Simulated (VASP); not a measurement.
# CdF2 (Fm-3m) in VASP: further runs, part 2 of 2

VASP 6.6.1. Earlier steps stand in the parts before.

### 4 Electric field gradients, LDA (volume scaled by 0.99)

File INCAR:

```
SYSTEM = CdF2
ALGO = Normal
EDIFF = 1E-8
ENCUT = 520
ISIF = 2
ISMEAR = -1
LASPH = .True.
LCHARG = .False.
LEFG = .True.
LREAL = .False.
LWAVE = .False.
NBANDS = 20
NELM = 100
PREC = Accurate
SIGMA = 0.02
```

File KPOINTS:

```
k-points
0
Gamma
  8 8 8
  0 0 0
```

File POSCAR:

```
CdF2
1.0
    0.0000000000      2.6849898992      2.6849898992
    2.6849898992      0.0000000000      2.6849898992
    2.6849898992      2.6849898992      0.0000000000
Cd F
1 2
Direct
    0.0000000000      0.0000000000      0.0000000000
    0.2500000000      0.2500000000      0.2500000000
    0.7500000000      0.7500000000      0.7500000000
```

Potentials or basis: VASP PAW LDA potentials, release 64 (Cd, F).

Started as:

```
cat potpaw_LDA.64/Cd/POTCAR potpaw_LDA.64/F/POTCAR > POTCAR
mpirun -np 1 vasp_std > vasp.out
```

OUTCAR:

```text
SYSTEM = CdF2
   EDIFF = 1E-8
   ENCUT = 520
   ISIF = 2
   ISMEAR = -1
   LASPH = .True.
   LREAL = .False.
   NELM = 100
   PREC = Accurate

 ion  position               nearest neighbor table
   1  0.000  0.000  0.000-   3 2.33   3 2.33   3 2.33   2 2.33   3 2.33   2 2.33   2 2.33   2 2.33

   2  0.250  0.250  0.250-   1 2.33   1 2.33   1 2.33   1 2.33
   3  0.750  0.750  0.750-   1 2.33   1 2.33   1 2.33   1 2.33

  LATTYP: Found a face centered cubic cell.
 ALAT       =     5.3699797984

  Lattice vectors:

 A1 = (   0.0000000000,   2.6849898992,   2.6849898992)
 A2 = (   2.6849898992,   0.0000000000,   2.6849898992)
 A3 = (   2.6849898992,   2.6849898992,   0.0000000000)

Analysis of symmetry for initial positions (statically):
=====================================================================
 Subroutine PRICEL returns:
 Original cell was already a primitive cell.

 Routine SETGRP: Setting up the symmetry group for a
 face centered cubic supercell.

 Subroutine GETGRP returns: Found 48 space group operations
 (whereof 48 operations were pure point group operations)
 out of a pool of 48 trial point group operations.

The static configuration has the point symmetry O_h .

Analysis of symmetry for dynamics (positions and initial velocities):
=====================================================================
 Subroutine PRICEL returns:
 Original cell was already a primitive cell.

 Routine SETGRP: Setting up the symmetry group for a
 face centered cubic supercell.

 Subroutine GETGRP returns: Found 48 space group operations
 (whereof 48 operations were pure point group operations)
 out of a pool of 48 trial point group operations.

The dynamic configuration has the point symmetry O_h .

 Subroutine INISYM returns: Found 48 space group operations
 (whereof 48 operations are pure point group operations),
 and found     1 'primitive' translations

----------------------------------------------------------------------------------------

                                     Primitive cell

  volume of cell :      38.7131

  direct lattice vectors                    reciprocal lattice vectors
     0.000000000  2.684989899  2.684989899    -0.186220440  0.186220440  0.186220440
     2.684989899  0.000000000  2.684989899     0.186220440 -0.186220440  0.186220440
     2.684989899  2.684989899  0.000000000     0.186220440  0.186220440 -0.186220440

  length of vectors
     3.797149130  3.797149130  3.797149130     0.322543263  0.322543263  0.322543263

  position of ions in fractional coordinates (direct lattice)
     0.000000000  0.000000000  0.000000000
     0.250000000  0.250000000  0.250000000
     0.750000000  0.750000000  0.750000000

  ion indices of the primitive-cell ions
   primitive index   ion index
                 1           1
                 2           2
                 3           3

----------------------------------------------------------------------------------------

 KPOINTS: k-points

Automatic generation of k-mesh.
[... 71 lines left out ...]
   NFREE  =      0    steps in history (QN), initial steepest desc. (CG)
   ISIF   =      2    stress and relaxation
   ISYM   =      2    0-nonsym 1-usesym 2-fastsym
   POTIM  = 0.5000    time-step for ionic-motion
   TEBEG  =    0.0;   TEEND  =   0.0 temperature during run
   PSTRESS=    0.0 pullay stress
   NELECT =      26.0000    total number of electrons
   NUPDOWN=      -1.0000    fix difference up-down
   EMIN   =  10.00;   EMAX   =-10.00  energy-range for DOS
   EFERMI =   0.00;   METHOD = LEGACY
   ISMEAR =    -1;   SIGMA  =   0.02  broadening in eV -4-tet -1-fermi 0-gaus
   EFERMI_NEDOS =   21; number of points for ismear=-14 and -15
   IALGO  =     38    algorithm
   IMIX   =      4    mixing-type and parameters
     AMIX     =   0.40;   BMIX     =  1.00
     AMIX_MAG =   1.60;   BMIX_MAG =  1.00
  volume/ion in A,a.u.               =      12.90        87.08
  Fermi-wavevector in a.u.,A,eV,Ry     =   1.433662  2.709227 27.965215  2.055385
  Thomas-Fermi vector in A             =   2.553155
   LORBIT       =      0    0 simple, 1 ext, 2 COOP (PROOUT), +10 PAW based schemes
   GGA     = CA    functional components
   LHFCALC =     F    Hartree Fock is set to
   AEXX    =    0.0000 exact exchange contribution
   IVDW    =     0    specifies the selected vdW correction
   LEPSILON=     F    determine dielectric tensor
   LRPA    =     F    only Hartree local field effects (RPA)
 non-spin polarized calculation
  energy-cutoff  :      520.00
  volume of cell :       38.71
 maximum number of plane-waves:      1056
   NGX = 15   NGY = 15   NGZ = 15

 number of electron      25.9999997 magnetization

 Free energy of the ion-electron system (eV)
  ---------------------------------------------------
  ext. energy  EPLUGINS =         0.00000000
  ---------------------------------------------------
  free energy    TOTEN  =       -12.72524483 eV

  energy without entropy =      -12.72524483  energy(sigma->0) =      -12.72524483

 E-fermi :  -1.1464     XC(G=0): -11.1815

 val. band max:       -1.5827235827   @ k =  -0.2500   0.5000   0.2500
 cond. band min:       1.2493367074   @ k =   0.0000   0.0000   0.0000
 fundamental gap:      2.8320602901
 Fermi energy:        -1.1464283693

 k-point     1 :       0.0000    0.0000    0.0000
  band No.  band energies     occupation
      1     -22.0875      2.00000
      2     -20.8762      2.00000
      3      -7.2601      2.00000
      4      -7.2601      2.00000
      5      -7.2601      2.00000
      6      -5.9341      2.00000
[... 541 lines left out ...]
     19      16.8122      0.00000
     20      20.3983      0.00000

 [... further k-points ...]
[... 5 lines left out ...]
  --------------------------------------------------------------------------------------
  -------------------------------------------------------------------------------------
  Total       -0.8828885     -0.8828885     -0.8828885     -0.0000000      0.0000000     -0.0000000
  in kB      -36.5391513    -36.5391513    -36.5391513     -0.0000000      0.0000000     -0.0000000
  external PRESSURE =     -36.5391513 kB  Pullay stress =       0.0000000 kB

 VOLUME and BASIS-vectors are now :
 -----------------------------------------------------------------------------
  energy-cutoff  :      520.00
  volume of cell :       38.71
      direct lattice vectors                 reciprocal lattice vectors
     0.000000000  2.684989899  2.684989899    -0.186220440  0.186220440  0.186220440
     2.684989899  0.000000000  2.684989899     0.186220440 -0.186220440  0.186220440
     2.684989899  2.684989899  0.000000000     0.186220440  0.186220440 -0.186220440

 POSITION                                       TOTAL-FORCE (eV/Angst)
 -----------------------------------------------------------------------------------
      0.00000      0.00000      0.00000        -0.000000     -0.000000      0.000000
      1.34249      1.34249      1.34249         0.000000      0.000000      0.000000
      4.02748      4.02748      4.02748        -0.000000     -0.000000     -0.000000
 -----------------------------------------------------------------------------------
    total drift:                                0.000000      0.000000      0.000000

  FREE ENERGIE OF THE ION-ELECTRON SYSTEM (eV)
  ---------------------------------------------------
  free  energy   TOTEN  =       -12.7252448297 eV

  energy  without entropy=      -12.7252448297  energy(sigma->0) =      -12.72524483

 Electric field gradients (V/A^2)
---------------------------------------------------------------------
 ion       V_xx      V_yy      V_zz      V_xy      V_xz      V_yz
---------------------------------------------------------------------
   1      -0.000    -0.000     0.000    -0.002    -0.002    -0.002
   2       0.000     0.000     0.000     0.008     0.008     0.008
   3       0.000     0.000     0.000     0.008     0.008     0.008
---------------------------------------------------------------------

 Electric field gradients after diagonalization (V/A^2)
 (convention: |V_zz| > |V_xx| > |V_yy|)
----------------------------------------------------------------------
 ion       V_xx      V_yy      V_zz     asymmetry (V_yy - V_xx)/ V_zz
----------------------------------------------------------------------
   1       0.002     0.002    -0.004       0.000
   2      -0.008    -0.008     0.016       0.000
   3      -0.008    -0.008     0.016       0.000
----------------------------------------------------------------------

           NMR quadrupolar parameters

 Cq : quadrupolar parameter    Cq=e*Q*V_zz/h
 eta: asymmetry parameters     (V_yy - V_xx)/ V_zz
 Q  : nuclear electric quadrupole moment in mb (millibarn)
----------------------------------------------------------------------
 ion       Cq(MHz)       eta       Q (mb)
----------------------------------------------------------------------
   1      -0.000       0.000       1.000
   2       0.000       0.000       1.000
   3       0.000       0.000       1.000
----------------------------------------------------------------------
```

OSZICAR:

```text
N       E                     dE             d eps       ncg     rms          rms(c)
DAV:   1     0.198655418100E+03    0.19866E+03   -0.15485E+04  1208   0.132E+03
DAV:   2    -0.555260995177E+01   -0.20421E+03   -0.19659E+03  1256   0.349E+02
DAV:   3    -0.142411494080E+02   -0.86885E+01   -0.86620E+01  1336   0.785E+01
DAV:   4    -0.142794700882E+02   -0.38321E-01   -0.38319E-01  1252   0.535E+00
DAV:   5    -0.142796061275E+02   -0.13604E-03   -0.13604E-03  1316   0.291E-01    0.101E+01
DAV:   6    -0.127500502862E+02    0.15296E+01   -0.34944E+00  1496   0.357E+01    0.766E+00
DAV:   7    -0.127601600046E+02   -0.10110E-01   -0.70511E-01  1196   0.770E+00    0.434E+00
DAV:   8    -0.127336431367E+02    0.26517E-01   -0.13816E-01  1228   0.331E+00    0.703E-01
DAV:   9    -0.127249739754E+02    0.86692E-02   -0.27570E-02  1452   0.209E+00    0.928E-02
DAV:  10    -0.127252268981E+02   -0.25292E-03   -0.26042E-03  1188   0.519E-01    0.728E-02
DAV:  11    -0.127252488673E+02   -0.21969E-04   -0.81072E-05  1316   0.128E-01    0.330E-02
DAV:  12    -0.127252446126E+02    0.42547E-05   -0.30980E-05  1204   0.521E-02    0.120E-02
DAV:  13    -0.127252448299E+02   -0.21728E-06   -0.21275E-06  1260   0.157E-02    0.137E-03
DAV:  14    -0.127252448297E+02    0.19963E-09   -0.49433E-08  1280   0.253E-03
   1 F= -.12725245E+02 E0= -.12725245E+02  d E =-.511723E-11
```

stdout:

```text
POSCAR found type information on POSCAR CdF
 POSCAR found :  2 types and       3 ions
 scaLAPACK will be used
 LDA part: xc-table for (Slater(with rela. corr.)+CA(PZ))
 , standard interpolation
 POSCAR, INCAR and KPOINTS ok, starting setup
 FFT: planning ... GRIDC
 FFT: planning ... GRID_SOFT
 FFT: planning ... GRID
 WAVECAR not read
 entering main loop
ion   1

ion   2

ion   3
```

Run time: 9.2 s. Hardware: 1 thread of Intel Xeon 6975P-C (Granite Rapids), shared host; peak memory 0.15 GiB.

Results:

| Property | Result |
| --- | --- |
| Free energy | -12.7252 eV |
| Pressure | -3.7 GPa |
| Band gap on the k mesh | 2.83 eV, indirect (least direct gap 3.30 eV) |

Caveat: without QUAD_EFG the Cq values of the log hold for a quadrupole moment of 1 mb, not for the nuclei. A k mesh can miss the band edges.

### 5 Electric field gradients, LDA (volume scaled by 1.02)

File INCAR:

```
SYSTEM = CdF2
PREC     = Accurate       ! precision mode
ENCUT    = 520            ! plane-wave cutoff, eV
EDIFF    = 1E-8           ! SCF threshold, eV
ISMEAR   = -1             ! smearing method
SIGMA    = 0.02           ! smearing width, eV
LREAL    = .False.        ! projectors in reciprocal space
LASPH    = .True.         ! aspherical terms in the spheres
NELM     = 80             ! most SCF steps
ALGO     = Normal         ! electronic algorithm
ISIF     = 2              ! what is computed and relaxed
LWAVE    = .False.        ! write WAVECAR
LCHARG   = .False.        ! write CHGCAR
GGA      = CA             ! functional
LEFG     = .True.       
NBANDS   = 20             ! bands
```

File KPOINTS:

```
regular mesh
0
Gamma
  8 8 8
  0 0 0
```

File POSCAR:

```
CdF2
1.0
    0.0000000000      2.7118415796      2.7118415796
    2.7118415796      0.0000000000      2.7118415796
    2.7118415796      2.7118415796      0.0000000000
Cd F
1 2
Direct
    0.0000000000      0.0000000000      0.0000000000
    0.2500000000      0.2500000000      0.2500000000
    0.7500000000      0.7500000000      0.7500000000
```

Potentials or basis: VASP PAW LDA potentials, release 64 (Cd, F).

Started as:

```
cat potpaw_LDA.64/Cd/POTCAR potpaw_LDA.64/F/POTCAR > POTCAR
mpirun -np 1 vasp_std > vasp.out
```

OUTCAR:

```text
SYSTEM = CdF2
   PREC = Accurate
   ENCUT = 520
   EDIFF = 1E-8
   ISMEAR = -1
   LREAL = .False.
   LASPH = .True.
   NELM = 80
   ISIF = 2
   GGA = CA

 ion  position               nearest neighbor table
   1  0.000  0.000  0.000-   3 2.35   2 2.35   3 2.35   2 2.35   3 2.35   3 2.35   2 2.35   2 2.35

   2  0.250  0.250  0.250-   1 2.35   1 2.35   1 2.35   1 2.35
   3  0.750  0.750  0.750-   1 2.35   1 2.35   1 2.35   1 2.35

  LATTYP: Found a face centered cubic cell.
 ALAT       =     5.4236831592

  Lattice vectors:

 A1 = (   0.0000000000,   2.7118415796,   2.7118415796)
 A2 = (   2.7118415796,   0.0000000000,   2.7118415796)
 A3 = (   2.7118415796,   2.7118415796,   0.0000000000)

Analysis of symmetry for initial positions (statically):
=====================================================================
 Subroutine PRICEL returns:
 Original cell was already a primitive cell.

[... 749 lines left out ...]
     2.711841580  2.711841580  0.000000000     0.184376552  0.184376552 -0.184376552

 POSITION                                       TOTAL-FORCE (eV/Angst)
 -----------------------------------------------------------------------------------
      0.00000      0.00000      0.00000        -0.000000     -0.000000     -0.000000
      1.35592      1.35592      1.35592        -0.000000     -0.000000     -0.000000
      4.06776      4.06776      4.06776         0.000000      0.000000      0.000000
 -----------------------------------------------------------------------------------
    total drift:                                0.000000     -0.000000      0.000000

  FREE ENERGIE OF THE ION-ELECTRON SYSTEM (eV)
  ---------------------------------------------------
  free  energy   TOTEN  =       -12.6892704659 eV

  energy  without entropy=      -12.6892704659  energy(sigma->0) =      -12.68927047

 Electric field gradients (V/A^2)
---------------------------------------------------------------------
 ion       V_xx      V_yy      V_zz      V_xy      V_xz      V_yz
---------------------------------------------------------------------
   1      -0.000     0.000    -0.000     0.002     0.002     0.002
   2       0.000     0.000    -0.000    -0.003    -0.003    -0.003
   3      -0.000     0.000    -0.000    -0.003    -0.003    -0.003
---------------------------------------------------------------------

 Electric field gradients after diagonalization (V/A^2)
 (convention: |V_zz| > |V_xx| > |V_yy|)
----------------------------------------------------------------------
 ion       V_xx      V_yy      V_zz     asymmetry (V_yy - V_xx)/ V_zz
----------------------------------------------------------------------
   1      -0.002    -0.002     0.004       0.000
   2       0.003     0.003    -0.006       0.000
   3       0.003     0.003    -0.006       0.000
----------------------------------------------------------------------

           NMR quadrupolar parameters

 Cq : quadrupolar parameter    Cq=e*Q*V_zz/h
 eta: asymmetry parameters     (V_yy - V_xx)/ V_zz
 Q  : nuclear electric quadrupole moment in mb (millibarn)
----------------------------------------------------------------------
 ion       Cq(MHz)       eta       Q (mb)
----------------------------------------------------------------------
   1       0.000       0.000       1.000
   2      -0.000       0.000       1.000
   3      -0.000       0.000       1.000
----------------------------------------------------------------------
```

It took 12 s on 1 thread of Intel Xeon 6975P-C (Granite Rapids), shared host; peak memory 0.15 GiB.

What came out:

```
Free energy            : -12.6893 eV
Pressure               : -6.7 GPa
Band gap on the k mesh : 2.73 eV, indirect (least direct gap 3.23 eV)
```

Caveat: without QUAD_EFG the Cq values of the log hold for a quadrupole moment of 1 mb, not for the nuclei.

### 6 The runs side by side

```csv
cell,gap on the mesh (eV),pressure (GPa)
"a = 3.758 Å, angles 60.0°, 3 atoms",2.94,0.0
"a = 3.797 Å, angles 60.0°, 3 atoms",2.83,-3.7
"a = 3.835 Å, angles 60.0°, 3 atoms",2.73,-6.7
```

Alike in all rows: task electric field gradients; level LDA; potentials or basis VASP PAW LDA potentials, release 64 (Cd, F); no spin polarisation; k mesh 8 × 8 × 8; cutoff (eV) 520; smearing fermi-dirac 0.02 eV.

Total energies depend on the potentials used, so only differences within one code and one set of settings carry meaning.
